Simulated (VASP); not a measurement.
Set up this calculation in VASP 6.6.1, as the native input.

```yaml
Task: single point
Functional: PBE
Potentials_or_basis: VASP PAW PBE potentials, release 64 (W_sv, S)
Cutoff: 520 eV
k_mesh: 12 × 12 × 2
Occupations: gaussian, width 0.02 eV
Spin: no spin polarisation
Dipole_correction: no
Further_INCAR_settings: ALGO = Normal; EDIFF = 1e-06; NBANDS = 35
```

The structure of WS2 lies in POSCAR:

```
WS2
1.0
    3.1877751902      0.0000000029      0.0000000000
   -1.5938875976      2.7606942948      0.0000000000
    0.0000000000      0.0000000000     14.8712872264
W S
2 4
Direct
    0.3333333333      0.6666666667      0.2500000000
    0.6666666667      0.3333333333      0.7500000000
    0.3333333333      0.6666666667      0.6443541682
    0.6666666667      0.3333333333      0.1443541682
    0.3333333333      0.6666666667      0.8556458318
    0.6666666667      0.3333333333      0.3556458318
```

One way to write it, as run:

INCAR

```
  PREC = Accurate
  ENCUT = 520
  EDIFF = 1E-6
  ISMEAR = 0
  SIGMA = 0.02
  LREAL = False
  LASPH = True
  NELM = 60
  ALGO = Normal
  ISIF = 2
  LWAVE = False
  LCHARG = False
  GGA = PE
  NBANDS = 35
```

KPOINTS

```
Automatic mesh
0
Gamma
  12 12 2
```

Potentials or basis: VASP PAW PBE potentials, release 64 (W_sv, S).

Command:

```sh
$ cat potpaw_PBE.64/W_sv/POTCAR potpaw_PBE.64/S/POTCAR > POTCAR
$ mpirun -np 1 vasp_std > vasp.out
```

It gave:

```
Pressure               : 0.0 GPa
Band gap on the k mesh : 1.64 eV (least direct gap 1.80 eV)
```

Caveat: spin-orbit coupling is left out, which moves the levels of the heavy elements; this functional lacks dispersion, which binds layers or chains, so the pressure and a relaxed spacing across them are unreliable.

Wall time 74 s on 1 thread of Intel(R) Xeon(R) 6975P-C (Granite Rapids), with other jobs on the host, peak memory 0.32 GiB.
